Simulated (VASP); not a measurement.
## P: single point with PBE

P:

```
CELL_PARAMETERS angstrom
0.00000 1.44572 1.44572
1.44572 0.00000 1.44572
1.44572 1.44572 0.00000
ATOMIC_POSITIONS crystal
P 0.00000 0.00000 0.00000
```

- Program: VASP 6.6.1
- Task: single point
- Functional: PBE
- Potentials or basis: VASP PAW PBE potentials, release 64 (P)
- Cutoff: 520 eV
- k mesh: 22 × 22 × 22
- Occupations: fermi-dirac, width 0.08 eV
- Spin: no spin polarisation
- Dipole correction: no
- Further INCAR settings: ALGO = Normal; EDIFF = 1e-06; NBANDS = 8

| Item | Value |
| --- | --- |
| Pressure | 441.2 GPa |

Levels at points of the mesh, in eV from the Fermi level:
| k point | band 1 | band 2 | band 3 | band 4 | band 5 |
| --- | --- | --- | --- | --- | --- |
| (0.00, 0.00, 0.00) | -29.24 | 13.46 | 13.46 | 13.46 | 19.28 |
| (0.50, 0.00, 0.00) | -17.81 | -16.03 | 11.43 | 11.43 | 13.80 |
| (0.50, 0.50, 0.00) | -14.57 | -11.12 | -0.44 | 2.15 | 2.15 |

Wall time 6.5 s on 1 thread of AMD EPYC 9R45 96-Core Processor (Zen 5), with other jobs on the host, peak memory 0.09 GiB.
